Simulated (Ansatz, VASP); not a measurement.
ZnS: VASP beside Ansatz

```
Zn S
1.0
     3.81100    0.00000    0.00000
    -1.90550    3.30042    0.00000
     0.00000    0.00000    6.23400
Zn S
2 2
Direct
  0.66667 0.33333 0.50000
  0.33333 0.66667 0.00000
  0.66667 0.33333 0.88500
  0.33333 0.66667 0.38500
```

Alike in both runs: functional B3LYP; k mesh 4 × 4 × 3; occupations fermi-dirac, width 0.05 eV; no spin polarisation.

|  | VASP | Ansatz |
| --- | --- | --- |
| version | VASP 6.6.1 | Ansatz 0.2.0 |
| potentials or method | VASP PAW PBE potentials, release 64 (Zn, S) | Ansatz PAW |
| plane-wave cutoff (eV) | 520 | 420 |
| valence electrons in the cell | 36 | 36 |
| task | single point | band structure |

|  | VASP | Ansatz | Ansatz less VASP |
| --- | --- | --- | --- |
| gap on the k mesh at the Fermi level (eV) | 3.78 | 3.74 | -0.041 |
| least direct gap on the mesh (eV) | 3.78 | 3.74 | -0.041 |
| pressure (GPa) | 4.6 | 4.8 | +0.17 |
| traceless stress, the component that is largest in VASP (GPa) | -1.63 | -1.61 | +0.014 |
| rms of the force components (eV/Å) | 0.204 | 0.203 | -0.0012 |

VASP's potentials were made for PBE, not for B3LYP. Atom by atom the forces differ by 0.001 eV/Å (rms over components).

The k mesh is coarse, so the values compare programs but aren't converged.
